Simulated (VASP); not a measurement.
**TaN: relaxation of cell and atoms with r2SCAN**

Crystal: TaN.

```
CELL_PARAMETERS angstrom
2.92247 0.00000 0.00000
-1.46124 2.53093 0.00000
0.00000 0.00000 2.87212
ATOMIC_POSITIONS crystal
Ta 0.33333 0.66667 0.50000
N 0.00000 0.00000 0.00000
```

```yaml
Program: VASP 6.6.1
Task: relaxation of cell and atoms
Functional: r2SCAN
Potentials_or_basis: VASP PAW PBE potentials, release 64 (Ta_pv, N)
Cutoff: 600 eV
k_mesh: 18 × 18 × 14
Occupations: gaussian, width 0.1 eV
Spin: no spin polarisation
Target_pressure: 5 GPa
Dipole_correction: no
Further_INCAR_settings: ALGO = Normal; EDIFF = 1e-06; IBRION = 2; EDIFFG = -0.008; NSW = 70; ISIF = 3
```

```yaml
Relaxed_volume: 10.67 Å³/atom
Relaxed_cell: a = 2.927 Å, b = 2.927 Å, c = 2.877 Å, α = 90.00°, β = 90.00°, γ = 120.00°
Space_group_after_relaxing_to_0.05_Å: P-6m2 (No. 187)
Energy_change_on_relaxing_the_enthalpy_is_what_falls: -1.8 meV/atom
Ionic_steps: 3
Pressure_after_relaxing: 5.0 GPa
Band_gap_on_the_k_mesh: zero (band 8 reaches 8.49 eV, above the bottom of band 9 at 8.23 eV)
```

Step by step:
```csv
step,energy change (eV),largest force (eV/Å),pressure (GPa),volume (Å³)
1,0.0000,0.0000,6.80,21.24
2,-0.0080,0.0000,0.28,21.61
3,-0.0036,0.0000,5.01,21.34
```

Final structure:
```
Ta N
1.0
     2.92653    0.00000    0.00000
    -1.46327    2.53445    0.00000
     0.00000    0.00000    2.87746
Ta N
1 1
Direct
  0.33333 0.66667 0.50000
  0.00000 0.00000 0.00000
```

Levels at points of the mesh, in eV from the Fermi level:
| k point | band 5 | band 6 | band 7 | band 8 | band 9 | band 10 | band 11 | band 12 |
| --- | --- | --- | --- | --- | --- | --- | --- | --- |
| (0.00, 0.00, 0.00) | -4.85 | -4.85 | -4.44 | -3.17 | 2.58 | 3.79 | 3.79 | 4.29 |
| (0.50, 0.00, 0.00) | -8.67 | -5.52 | -3.65 | -3.41 | 3.25 | 4.23 | 5.54 | 5.60 |
| (0.00, 0.00, 0.50) | -9.78 | -3.99 | -3.99 | -0.08 | -0.08 | 2.39 | 3.67 | 3.67 |
| (0.50, 0.00, 0.50) | -7.69 | -6.50 | -5.99 | -0.50 | 4.55 | 5.57 | 6.18 | 7.57 |

Run time: 7 min on 1 thread of Intel(R) Xeon(R) Platinum 8259CL CPU @ 2.50GHz (Skylake/Cascade Lake), with other jobs on the host, peak memory 0.24 GiB.

Caveat: the cell is relaxed towards a set pressure, so the enthalpy falls and the energy may rise; the PAW data sets were made with another functional, which shifts forces and pressure a little; spin-orbit coupling is left out, which moves the levels of the heavy elements. Zero-point motion and thermal expansion aren't in these numbers.
